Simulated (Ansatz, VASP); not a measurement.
# Y in VASP and in Ansatz

INCAR

```
PREC = Accurate ; ENCUT = 520
EDIFF = 1E-6 ; ISMEAR = -1
SIGMA = 0.1 ; LREAL = F
LASPH = T ; NELM = 80
ALGO = Normal ; ISIF = 2
LWAVE = F ; LCHARG = T
LDIPOL = T ; IDIPOL = 3
DIPOL = 0.5 0.5 0.500 ; GGA = PS
LELF = T ; LVHAR = T
LVACPOTAV = T ; NBANDS = 36
```

KPOINTS

```
regular mesh
0
Gamma
  13 13 1
```

POSCAR

```
Y
1.0
    3.6526183111      0.0000000000      0.0000000000
   -1.8263091556      3.1632602477      0.0000000000
    0.0000000000      0.0000000000     27.3984000000
Y
5
Direct
    0.0000000000      0.0000000000      0.2919874756
    0.3333333340      0.6666666660      0.3959937379
    0.0000000000      0.0000000000      0.4999999997
    0.3333333340      0.6666666660      0.6040062621
    0.0000000000      0.0000000000      0.7080125244
```

Input for Ansatz:

```yaml
crystal:
  lattice:
    - [3.6526183111, 0.0, 0.0]
    - [-1.8263091556, 3.1632602477, 0.0]
    - [0.0, 0.0, 27.3984]
  atoms:
    - { symbol: "Y", position: [0.0, 0.0, 0.2919874756] }
    - { symbol: "Y", position: [0.333333334, 0.666666666, 0.3959937379] }
    - { symbol: "Y", position: [0.0, 0.0, 0.4999999997] }
    - { symbol: "Y", position: [0.333333334, 0.666666666, 0.6040062621] }
    - { symbol: "Y", position: [0.0, 0.0, 0.7080125244] }
kpoints:
  mp_grid: { grid: [13, 13, 1] }
scf:
  occupations: { method: fermi_dirac, width: 0.1 }
hamiltonian:
  xc: pbesol
  pseudopotentials: { kind: paw }
output:
  forces: true
  stress: true
  eigenvalues: true
  populations: true
efield:
  axis: 3
  amplitude: 0
  dipole_correction: true
```

Alike in both runs: task single point; functional PBEsol; k mesh 13 × 13 × 1; occupations fermi-dirac, width 0.1 eV; no spin polarisation.

|  | VASP | Ansatz |
| --- | --- | --- |
| version | VASP 6.6.1 | Ansatz 0.2.0 |
| potentials or method | VASP PAW PBE potentials, release 64 (Y_sv) | PAW with Ansatz's default frozen-core files, scalar-relativistic |
| plane-wave cutoff (eV) | 520 | 420 |
| valence electrons in the cell | 55 | 55 |

|  | VASP | Ansatz | Ansatz less VASP |
| --- | --- | --- | --- |
| gap on the k mesh at the Fermi level (eV) | none | none | - |
| rms of the force components (eV/Å) | 0.128 | 0.126 | -0.0020 |

VASP's potentials were made for PBE, not for PBEsol. Atom by atom the forces differ by 0.002 eV/Å (rms over components). A gap of «none» marks a metal or a gap that the smearing closes.
